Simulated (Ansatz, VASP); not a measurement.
# Co2F3: VASP beside Ansatz

Contents of INCAR:

```
SYSTEM = Co2F3
  PREC = Accurate
  ENCUT = 520
  EDIFF = 1E-6
  ISMEAR = 0
  SIGMA = 0.1
  LREAL = .FALSE.
  LASPH = .TRUE.
  NELM = 150
  ALGO = Fast
  ISIF = 2
  LWAVE = .FALSE.
  LCHARG = .FALSE.
  ISPIN = 2
  MAGMOM = 3 3 0 0 0
  LORBIT = 11
  LMAXMIX = 4
  GGA = PE
  NBANDS = 32
```

KPOINTS

```
Automatic mesh
0
G
  6 6 4
  0 0 0
```

POSCAR

```
Co2F3
1.0
    3.3518696991      0.0000000000      0.0000000000
   -1.6759348496      2.9028043096      0.0000000000
    0.0000000000      0.0000000000      5.2149647857
Co F
2 3
Direct
    0.3333333333      0.6666666667      0.2450000000
    0.6666666667      0.3333333333      0.7550000000
    0.0000000000      0.0000000000      0.0000000000
    0.3333333333      0.6666666667      0.6450000000
    0.6666666667      0.3333333333      0.3550000000
```

Input for Ansatz:

```yaml
crystal:
  lattice:
    - [3.3518696991, 0.0, 0.0]
    - [-1.6759348496, 2.9028043096, 0.0]
    - [0.0, 0.0, 5.2149647857]
  atoms:
    - { symbol: Co, position: [0.3333333333, 0.6666666667, 0.245], spin: 3.0 }
    - { symbol: Co, position: [0.6666666667, 0.3333333333, 0.755], spin: 3.0 }
    - { symbol: F, position: [0.0, 0.0, 0.0] }
    - { symbol: F, position: [0.3333333333, 0.6666666667, 0.645] }
    - { symbol: F, position: [0.6666666667, 0.3333333333, 0.355] }
basis:
  ecutwfc: 420
kpoints:
  mp_grid: { grid: [6, 6, 4] }
hamiltonian:
  xc: pbe
scf:
  occupations: { method: gaussian, width: 0.1 }
  lower_state_search: "off"
output:
  forces: true
  stress: true
  eigenvalues: true
  populations: true
magnetization:
  spin_polarized: true
```

Alike in both runs: task single point; functional PBE; k mesh 6 × 6 × 4; occupations gaussian, width 0.1 eV; collinear spin.

|  | VASP | Ansatz |
| --- | --- | --- |
| version | VASP 6.6.1 | Ansatz 0.2.0 |
| potentials or method | VASP PAW PBE potentials, release 64 (Co, F), cutoff 520 eV | scalar-relativistic, plane waves, PAW |
| valence electrons in the cell | 39 | 55 |

```tsv
	VASP	Ansatz	Ansatz less VASP
gap on the k mesh at the Fermi level (eV)	none	none	-
pressure (GPa)	16.7	16.9	+0.25
traceless stress, the component that is largest in VASP (GPa)	4.57	4.64	+0.075
rms of the force components (eV/Å)	0.711	0.707	-0.0038
net moment per atom (μB)	1.01	1.01	0.000
size of the moment on the site where the two differ most (μB)	2.34	2.19	-0.145
```

Site moments also hang on the region over which each program counts them. Atom by atom the forces differ by 0.004 eV/Å (rms over components). A gap of «none» marks a metal or a gap that the smearing closes. With one functional, cell and mesh, what is left measures potentials, basis and numerics. VASP's potentials hold 39 valence electrons a cell and Ansatz's 55, so a difference there can come from the potentials and not from the codes.

The k mesh is coarse, so the values compare programs but aren't converged.
